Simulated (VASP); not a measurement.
Here is a VASP 6.6.1 calculation.

File INCAR:

```
ALGO = Normal
EDIFF = 1E-7
ENCUT = 520
GGA = PS
ISIF = 2
ISMEAR = -1
LASPH = T
LCHARG = F
LREAL = Auto
LWAVE = F
NBANDS = 166
NELM = 80
PREC = Accurate
SIGMA = 0.05
```

File KPOINTS:

```
k-points
0
Gamma
  1 1 1
```

File POSCAR:

```
BN
1.0
    7.2115910000      0.0000000000      0.0000000000
    0.0000000000      7.2115910000      0.0000000000
    0.0000000000      0.0000000000      7.2115910000
B N
32 32
Direct
    0.0000000000      0.0000000000      0.0000000000
    0.0000000000      0.0000000000      0.5000000000
    0.0000000000      0.5000000000      0.0000000000
    0.0000000000      0.5000000000      0.5000000000
    0.5000000000      0.0000000000      0.0000000000
    0.5000000000      0.0000000000      0.5000000000
    0.5000000000      0.5000000000      0.0000000000
    0.5000000000      0.5000000000      0.5000000000
    0.2500000000      0.2500000000      0.0000000000
    0.2500000000      0.2500000000      0.5000000000
    0.2500000000      0.7500000000      0.0000000000
    0.2500000000      0.7500000000      0.5000000000
    0.7500000000      0.2500000000      0.0000000000
    0.7500000000      0.2500000000      0.5000000000
    0.7500000000      0.7500000000      0.0000000000
    0.7500000000      0.7500000000      0.5000000000
    0.2500000000      0.0000000000      0.2500000000
    0.2500000000      0.0000000000      0.7500000000
    0.2500000000      0.5000000000      0.2500000000
    0.2500000000      0.5000000000      0.7500000000
    0.7500000000      0.0000000000      0.2500000000
    0.7500000000      0.0000000000      0.7500000000
    0.7500000000      0.5000000000      0.2500000000
    0.7500000000      0.5000000000      0.7500000000
    0.0000000000      0.2500000000      0.2500000000
    0.0000000000      0.2500000000      0.7500000000
    0.0000000000      0.7500000000      0.2500000000
    0.0000000000      0.7500000000      0.7500000000
    0.5000000000      0.2500000000      0.2500000000
    0.5000000000      0.2500000000      0.7500000000
    0.5000000000      0.7500000000      0.2500000000
    0.5000000000      0.7500000000      0.7500000000
    0.1250000000      0.1250000000      0.1250000000
    0.1250000000      0.1250000000      0.6250000000
    0.1250000000      0.6250000000      0.1250000000
    0.1250000000      0.6250000000      0.6250000000
    0.6250000000      0.1250000000      0.1250000000
    0.6250000000      0.1250000000      0.6250000000
    0.6250000000      0.6250000000      0.1250000000
    0.6250000000      0.6250000000      0.6250000000
    0.3750000000      0.3750000000      0.1250000000
    0.3750000000      0.3750000000      0.6250000000
    0.3750000000      0.8750000000      0.1250000000
    0.3750000000      0.8750000000      0.6250000000
    0.8750000000      0.3750000000      0.1250000000
    0.8750000000      0.3750000000      0.6250000000
    0.8750000000      0.8750000000      0.1250000000
    0.8750000000      0.8750000000      0.6250000000
    0.3750000000      0.1250000000      0.3750000000
    0.3750000000      0.1250000000      0.8750000000
    0.3750000000      0.6250000000      0.3750000000
    0.3750000000      0.6250000000      0.8750000000
    0.8750000000      0.1250000000      0.3750000000
    0.8750000000      0.1250000000      0.8750000000
    0.8750000000      0.6250000000      0.3750000000
    0.8750000000      0.6250000000      0.8750000000
    0.1250000000      0.3750000000      0.3750000000
    0.1250000000      0.3750000000      0.8750000000
    0.1250000000      0.8750000000      0.3750000000
    0.1250000000      0.8750000000      0.8750000000
    0.6250000000      0.3750000000      0.3750000000
    0.6250000000      0.3750000000      0.8750000000
    0.6250000000      0.8750000000      0.3750000000
    0.6250000000      0.8750000000      0.8750000000
```

Potentials or basis: VASP PAW PBE potentials, release 64 (B, N).

Run with:

```bash
$ cat potpaw_PBE.64/B/POTCAR potpaw_PBE.64/N/POTCAR > POTCAR
$ mpirun -np 1 vasp_gam > vasp.out
```

(1) Estimate the band gap on the k mesh.

(2) Estimate the pressure.

## Answers

(1) 4.25 eV.

(2) 1.7 GPa.

Caveat: the k points lie up to 0.87 Å⁻¹ apart; the PAW data sets were made with another functional, which shifts forces and pressure a little.
